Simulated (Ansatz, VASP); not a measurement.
## Two plane-wave programs on CuP3

```
Cu P
1.0
     3.97933    0.00000    0.00000
     0.00000    3.97933    0.00000
     0.00000    0.00000    3.97933
Cu P
1 3
Direct
  0.00000 0.00000 0.00000
  0.00000 0.50000 0.50000
  0.50000 0.00000 0.50000
  0.50000 0.50000 0.00000
```

Alike in both runs: task single point; functional PBE; k mesh 4 × 4 × 4; occupations gaussian, width 0.1 eV; no spin polarisation.

|  | VASP | Ansatz |
| --- | --- | --- |
| version | VASP 6.6.1 | Ansatz 0.2.0 |
| potentials or method | VASP PAW PBE potentials, release 64 (Cu, P), cutoff 520 eV | scalar-relativistic, plane waves, PAW |
| valence electrons in the cell | 26 | 34 |

|  | VASP | Ansatz | Ansatz less VASP |
| --- | --- | --- | --- |
| gap on the k mesh at the Fermi level (eV) | none | none | - |
| pressure (GPa) | -8.1 | -8.1 | +0.06 |

A gap of «none» marks a metal or a gap that the smearing closes. VASP's potentials hold 26 valence electrons a cell and Ansatz's 34, so a difference there can come from the potentials and not from the codes.

The k mesh is coarse, so the values compare programs but aren't converged.
